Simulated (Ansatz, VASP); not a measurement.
Two plane-wave programs on MoSe

```
Mo Se
1.0
     0.00000    2.93221    2.93221
     2.93221    0.00000    2.93221
     2.93221    2.93221    0.00000
Mo Se
1 1
Direct
  0.00000 0.00000 0.00000
  0.25000 0.25000 0.25000
```

Alike in both runs: task single point; functional PBE; k mesh 10 × 10 × 10; occupations gaussian, width 0.05 eV; collinear spin.

|  | VASP | Ansatz |
| --- | --- | --- |
| version | VASP 6.6.1 | Ansatz 0.2.0 |
| potentials or method | VASP PAW PBE potentials, release 64 (Mo_sv, Se), cutoff 520 eV | scalar-relativistic, plane waves, PAW |
| valence electrons in the cell | 20 | 30 |

```tsv
	VASP	Ansatz	Ansatz less VASP
gap on the k mesh at the Fermi level (eV)	none	none	-
pressure (GPa)	-7.7	-7.8	-0.12
net moment per atom (μB)	0.65	0.65	+0.001
size of the moment on the site where the two differ most (μB)	1.15	0.95	-0.198
```

Site moments also hang on the region over which each program counts them. A gap of «none» marks a metal or a gap that the smearing closes. VASP's potentials hold 20 valence electrons a cell and Ansatz's 30, so a difference there can come from the potentials and not from the codes.
